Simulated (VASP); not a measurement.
# Y (P6_3/mmc) in VASP: relaxation of volume and atoms at fixed shape with r2SCAN

Aim: the relaxation of volume and atoms at fixed shape of Y with r2SCAN.

Everything below comes from runs of VASP 6.6.1. Logs are shortened: lines on timing, memory, paths and dates and some standing lists are left out, and cuts for length are marked.

### 1 The cell of the first run

It takes space group P6_3/mmc (No. 194, hexagonal). The conventional cell has a = 3.647 Å, b = 3.647 Å, c = 5.731 Å, α = 90.00°, β = 90.00°, γ = 120.00°. Within 4.7 Å of Y (site symmetry -6m2) lie 12 Y at 3.56 to 3.65 Å.

### 2 Relaxation of volume and atoms at fixed shape, r2SCAN

POSCAR

```
Y
1.0
    3.6474000000      0.0000000000      0.0000000000
   -1.8237000000      3.1587410578      0.0000000000
    0.0000000000      0.0000000000      5.7306000000
Y
2
Direct
    0.3333330000      0.6666670000      0.2500000000
    0.6666670000      0.3333330000      0.7500000000
```

INCAR.step1

```
SYSTEM = Y
PREC = Accurate
ENCUT = 600
ISMEAR = -1
SIGMA = 0.05
LREAL = .FALSE.
LASPH = .TRUE.
NELM = 100
GGA = PE
ALGO = Normal
EDIFF = 1E-4
LWAVE = .TRUE.
LCHARG = .FALSE.
```

INCAR.step2

```
SYSTEM = Y
PREC = Accurate
ENCUT = 600
EDIFF = 1E-6
ISMEAR = -1
SIGMA = 0.05
LREAL = .FALSE.
LASPH = .TRUE.
NELM = 100
ALGO = Normal
ISIF = 8
LWAVE = .FALSE.
LCHARG = .FALSE.
METAGGA = R2SCAN
LMIXTAU = .TRUE.
IBRION = 2
NSW = 60
EDIFFG = -0.02
ISTART = 1
```

KPOINTS

```
regular mesh
0
G
  7 7 4
  0 0 0
```

Potentials or basis: VASP PAW PBE potentials, release 64 (Y_sv).

Started as:

```bash
$ cat potpaw_PBE.64/Y_sv/POTCAR > POTCAR
$ cp INCAR.step1 INCAR
$ mpirun -np 1 vasp_std > vasp.out
$ cp INCAR.step2 INCAR
$ mpirun -np 1 vasp_std > vasp.out
```

OUTCAR:

```text
SYSTEM = Y
   PREC = Accurate
   ENCUT = 600
   EDIFF = 1E-6
   ISMEAR = -1
   LREAL = .FALSE.
   LASPH = .TRUE.
   NELM = 100
   ISIF = 8
   METAGGA = R2SCAN
   IBRION = 2
   NSW = 60
   EDIFFG = -0.02
   ISTART = 1

 ion  position               nearest neighbor table
   1  0.333  0.667  0.250-   2 3.56   2 3.56   2 3.56   2 3.56   2 3.56   2 3.56
   2  0.667  0.333  0.750-   1 3.56   1 3.56   1 3.56   1 3.56   1 3.56   1 3.56

  LATTYP: Found a hexagonal cell.
 ALAT       =     3.6474000000
 C/A-ratio  =     1.5711465702

  Lattice vectors:

 A1 = (   3.6474000000,   0.0000000000,   0.0000000000)
 A2 = (  -1.8237000000,   3.1587410578,   0.0000000000)
 A3 = (   0.0000000000,   0.0000000000,   5.7306000000)

Analysis of symmetry for initial positions (statically):
=====================================================================
 Subroutine PRICEL returns:
 Original cell was already a primitive cell.

 Routine SETGRP: Setting up the symmetry group for a
 hexagonal supercell.

 Subroutine GETGRP returns: Found 24 space group operations
 (whereof 12 operations were pure point group operations)
 out of a pool of 24 trial point group operations.

The static configuration has the point symmetry D_3d.
 The point group associated with its full space group is D_6h.

Analysis of symmetry for dynamics (positions and initial velocities):
=====================================================================
 Subroutine PRICEL returns:
 Original cell was already a primitive cell.

 Routine SETGRP: Setting up the symmetry group for a
 hexagonal supercell.

 Subroutine GETGRP returns: Found 24 space group operations
 (whereof 12 operations were pure point group operations)
 out of a pool of 24 trial point group operations.

The dynamic configuration has the point symmetry D_3d.
 The point group associated with its full space group is D_6h.

 Subroutine INISYM returns: Found 24 space group operations
 (whereof 12 operations are pure point group operations),
 and found     1 'primitive' translations

----------------------------------------------------------------------------------------

                                     Primitive cell

  volume of cell :      66.0233

  direct lattice vectors                    reciprocal lattice vectors
     3.647400000  0.000000000  0.000000000     0.274167900  0.158290911  0.000000000
    -1.823700000  3.158741058  0.000000000     0.000000000  0.316581822  0.000000000
     0.000000000  0.000000000  5.730600000     0.000000000  0.000000000  0.174501797

  length of vectors
     3.647400000  3.647400000  5.730600000     0.316581822  0.316581822  0.174501797

  position of ions in fractional coordinates (direct lattice)
     0.333333000  0.666667000  0.250000000
     0.666667000  0.333333000  0.750000000

  ion indices of the primitive-cell ions
   primitive index   ion index
                 1           1
                 2           2

----------------------------------------------------------------------------------------

 KPOINTS: regular mesh

Automatic generation of k-mesh.
 Grid dimensions read from file:
 generate k-points for:    7    7    4

 Generating k-lattice:

  Cartesian coordinates                     Fractional coordinates (reciprocal lattice)
     0.039166843  0.022612987  0.000000000     0.142857143  0.000000000  0.000000000
     0.000000000  0.045225975  0.000000000     0.000000000  0.142857143  0.000000000
     0.000000000  0.000000000  0.043625449     0.000000000  0.000000000  0.250000000

  Length of vectors
     0.045225975  0.045225975  0.043625449

  Shift w.r.t. Gamma in fractional coordinates (k-lattice)
     0.000000000  0.000000000  0.000000000

 Subroutine IBZKPT returns following result:
 ===========================================

 Found     24 irreducible k-points:

 Following reciprocal coordinates:
            Coordinates               Weight
  0.000000  0.000000  0.000000      1.000000
  0.142857 -0.000000  0.000000      6.000000
  0.285714 -0.000000  0.000000      6.000000
  0.428571 -0.000000  0.000000      6.000000
  0.142857  0.142857  0.000000      6.000000
  0.285714  0.142857  0.000000     12.000000
[... 16 lines left out ...]
  0.428571  0.142857  0.500000      6.000000
  0.285714  0.285714  0.500000      6.000000
   k-points           NKPTS =     24   k-points in BZ     NKDIM =     24   number of bands    NBANDS=     15
   number of dos      NEDOS =    301   number of ions     NIONS =      2
   total plane-waves  NPLWV =  43200
   dimension x,y,z NGX =    30 NGY =   30 NGZ =   48
   dimension x,y,z NGXF=    60 NGYF=   60 NGZF=   96
   ions per type =               2
   NGX,Y,Z   is equivalent  to a cutoff of  13.67, 13.67, 13.92 a.u.
   NGXF,Y,Z  is equivalent  to a cutoff of  27.35, 27.35, 27.85 a.u.
 SYSTEM =  Y
   PREC   = accura    normal or accurate (medium, high low for compatibility)
   ISTART =      1    job   : 0-new  1-cont  2-samecut
   ICHARG =      0    charge: 1-file 2-atom 10-const
   ISPIN  =      1    spin polarized calculation?
   LNONCOLLINEAR =      F non collinear calculations
   LSORBIT =      F    spin-orbit coupling
   LASPH  =      T    aspherical Exc in radial PAW
   ENCUT  =  600.0 eV  44.10 Ry    6.64 a.u.   7.28  7.28 11.45*2*pi/ulx,y,z
   NELM   =    100;   NELMIN=  2; NELMDL=  0     # of ELM steps
   EDIFF  = 0.1E-05   stopping-criterion for ELM
   LREAL  =      F    real-space projection
   EDIFFG = -.2E-01   stopping-criterion for IOM
   NSW    =     60    number of steps for IOM
   IBRION =      2    ionic relax: 0-MD 1-quasi-New 2-CG
   NFREE  =      1    steps in history (QN), initial steepest desc. (CG)
   ISIF   =      8    stress and relaxation
   ISYM   =      2    0-nonsym 1-usesym 2-fastsym
   POTIM  = 0.5000    time-step for ionic-motion
   TEBEG  =    0.0;   TEEND  =   0.0 temperature during run
   PSTRESS=    0.0 pullay stress
   NELECT =      22.0000    total number of electrons
   NUPDOWN=      -1.0000    fix difference up-down
   EMIN   =  10.00;   EMAX   =-10.00  energy-range for DOS
   EFERMI =   0.00;   METHOD = LEGACY
   ISMEAR =    -1;   SIGMA  =   0.05  broadening in eV -4-tet -1-fermi 0-gaus
   EFERMI_NEDOS =   21; number of points for ismear=-14 and -15
   IALGO  =     38    algorithm
   IMIX   =      4    mixing-type and parameters
     AMIX     =   0.40;   BMIX     =  1.00
     AMIX_MAG =   1.60;   BMIX_MAG =  1.00
  volume/ion in A,a.u.               =      33.01       222.77
  Fermi-wavevector in a.u.,A,eV,Ry     =   1.134967  2.144777 17.526345  1.288150
  Thomas-Fermi vector in A             =   2.271671
   LORBIT       =      0    0 simple, 1 ext, 2 COOP (PROOUT), +10 PAW based schemes
   METAGGA = R2SCAN    functional components
   LHFCALC =     F    Hartree Fock is set to
   AEXX    =    0.0000 exact exchange contribution
   IVDW    =     0    specifies the selected vdW correction
   LEPSILON=     F    determine dielectric tensor
   LRPA    =     F    only Hartree local field effects (RPA)
 conjugate gradient relaxation of ions
 non-spin polarized calculation
  energy-cutoff  :      600.00
  volume of cell :       66.02
 maximum number of plane-waves:      2237
 NGX is ok and might be reduce to    30
   NGX = 15   NGY = 15   NGZ = 23

--------------------------------------- Ionic step        1  -------------------------------------------

 number of electron      22.0000002 magnetization

 Free energy of the ion-electron system (eV)
  ---------------------------------------------------
  ext. energy  EPLUGINS =         0.00000000
  ---------------------------------------------------
  free energy    TOTEN  =       -40.56659007 eV

  energy without entropy =      -40.54178711  energy(sigma->0) =      -40.55418859

 E-fermi :   3.0121     XC(G=0): -10.0483

 val. band max:        2.9702317983   @ k =   0.4286  -0.0000   0.2500
 cond. band min:       3.0711956128   @ k =   0.2857   0.1429   0.2500
 fundamental gap:      0.1009638145
 Fermi energy:         3.0120781877

 k-point     1 :       0.0000    0.0000    0.0000
  band No.  band energies     occupation
      1     -41.1820      2.00000
      2     -41.1044      2.00000
      3     -20.8140      2.00000
      4     -20.3194      2.00000
      5     -20.3194      2.00000
      6     -20.2306      2.00000
      7     -20.2306      2.00000
      8     -20.2007      2.00000
      9      -1.8967      2.00000
     10       1.1303      2.00000
     11       3.7310      0.00000
     12       4.9970      0.00000
     13       4.9970      0.00000
     14       5.3274      0.00000
     15       5.6551      0.00000
[... 470 lines left out ...]
 POSITION                                       TOTAL-FORCE (eV/Angst)
 -----------------------------------------------------------------------------------
     -0.00000      2.11964      1.44205         0.000000     -0.000000      0.000000
      1.83566      1.05982      4.32614         0.000000      0.000000      0.000000
 -----------------------------------------------------------------------------------
    total drift:                               -0.000481      0.000200     -0.000008

  FREE ENERGIE OF THE ION-ELECTRON SYSTEM (eV)
  ---------------------------------------------------
  free  energy   TOTEN  =       -40.5684422868 eV

  energy  without entropy=      -40.5432207388  energy(sigma->0) =      -40.55583151

--------------------------------------- Ionic step        3  -------------------------------------------

 number of electron      22.0000002 magnetization

 Free energy of the ion-electron system (eV)
  ---------------------------------------------------
  ext. energy  EPLUGINS =         0.00000000
  ---------------------------------------------------
  free energy    TOTEN  =       -40.56862432 eV

  energy without entropy =      -40.54352045  energy(sigma->0) =      -40.55607238

 E-fermi :   2.9356     XC(G=0):  -9.9859

 val. band max:        2.8912134626   @ k =   0.4286  -0.0000   0.2500
 cond. band min:       2.9930250352   @ k =   0.2857   0.1429   0.2500
 fundamental gap:      0.1018115727
 Fermi energy:         2.9356370099

 k-point     1 :       0.0000    0.0000    0.0000
  band No.  band energies     occupation
      1     -41.2945      2.00000
      2     -41.2218      2.00000
      3     -20.9075      2.00000
      4     -20.4374      2.00000
      5     -20.4374      2.00000
      6     -20.3525      2.00000
      7     -20.3525      2.00000
      8     -20.3239      2.00000
      9      -1.9482      2.00000
     10       1.0794      2.00000
     11       3.6114      0.00000
     12       4.9102      0.00000
     13       4.9102      0.00000
     14       5.2335      0.00000
     15       5.5552      0.00000
[... 434 lines left out ...]
 POSITION                                       TOTAL-FORCE (eV/Angst)
 -----------------------------------------------------------------------------------
     -0.00000      2.11644      1.43987         0.000000     -0.000000      0.000000
      1.83289      1.05822      4.31961        -0.000000      0.000000      0.000000
 -----------------------------------------------------------------------------------
    total drift:                               -0.000480      0.000200     -0.000008

  FREE ENERGIE OF THE ION-ELECTRON SYSTEM (eV)
  ---------------------------------------------------
  free  energy   TOTEN  =       -40.5686243198 eV

  energy  without entropy=      -40.5435204483  energy(sigma->0) =      -40.55607238

 reached required accuracy - stopping structural energy minimisation
```

Wall time 8.1 min (1 thread of AMD EPYC 7R43 (Zen 3), shared host); peak memory 0.2 GiB.

Results:

```
Free energy                           : -40.5686 eV
Relaxed volume                        : 33.51 Å³/atom
Relaxed cell                          : a = 3.666 Å, b = 3.666 Å, c = 5.759 Å, α = 90.00°, β = 90.00°, γ = 120.00°
Space group after relaxing (to 0.1 Å) : P6_3/mmc (No. 194)
Energy gained by relaxing             : 1.0 meV/atom
Ionic steps                           : 3
Pressure after relaxing               : 0.0 GPa
Band gap on the k mesh                : zero (bands 11 and 12 overlap by 1.52 eV)
```

The path:
```tsv
step	energy change (eV)	largest force (eV/Å)	pressure (GPa)	volume (Å³)
1	0.0000	0.0000	0.66	66.02
2	-0.0019	0.0000	-0.19	67.33
3	-0.0020	0.0000	-0.01	67.03
```

Final structure:
```
CELL_PARAMETERS angstrom
3.66578 0.00000 0.00000
-1.83289 3.17466 0.00000
0.00000 0.00000 5.75948
ATOMIC_POSITIONS crystal
Y 0.33333 0.66667 0.25000
Y 0.66667 0.33333 0.75000
```

Caveat: the PAW data sets were made with another functional, which shifts forces and pressure a little. Zero-point motion and thermal expansion aren't in these numbers.
